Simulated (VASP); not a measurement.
Here is a VASP 6.6.1 calculation.

The input INCAR:

```
SYSTEM = Pd3Cl
  PREC = Accurate
  ENCUT = 520
  EDIFF = 1E-6
  ISMEAR = 0
  SIGMA = 0.1
  LREAL = .FALSE.
  LASPH = .TRUE.
  NELM = 60
  ALGO = Normal
  ISIF = 2
  LWAVE = .FALSE.
  LCHARG = .FALSE.
  LDIPOL = .TRUE.
  IDIPOL = 3
  DIPOL = 0.5 0.5 0.369
  GGA = PE
  NBANDS = 26
```

The input KPOINTS:

```
regular mesh
0
G
  12 12 1
  0 0 0
```

Contents of POSCAR:

```
Pd3Cl
1.0
    2.7875943961      0.0000000000      0.0000000000
   -1.3937971981      2.4141275625      0.0000000000
    0.0000000000      0.0000000000     20.0521225868
Pd Cl
3 1
Direct
    0.6666666667      0.3333333333      0.1994801290
    0.3333333333      0.6666666667      0.3129873791
    0.0000000000      0.0000000000      0.4264946292
    0.1666666667      0.6666666667      0.5354601736
```

Potentials or basis: VASP PAW PBE potentials, release 64 (Pd, Cl).

The run is started by

```bash
$ cat potpaw_PBE.64/Pd/POTCAR potpaw_PBE.64/Cl/POTCAR > POTCAR
$ mpirun -np 1 vasp_std > vasp.out
```

Q: Estimate the band gap on the k mesh.

A: Zero (an odd number of electrons rules out a gap without spin polarisation).

Q: Predict the largest force.

A: 0.171 eV/Å.

Forces in eV/Å, atoms in the order of the input:
```
Pd   0.015 -0.012  0.021
Pd  -0.052 -0.032  0.048
Pd   0.150  0.009 -0.082
Cl  -0.114  0.035  0.013
```

Caveat: an odd number of electrons without spin polarisation forces a metal; a magnetic or distorted state may lie lower.
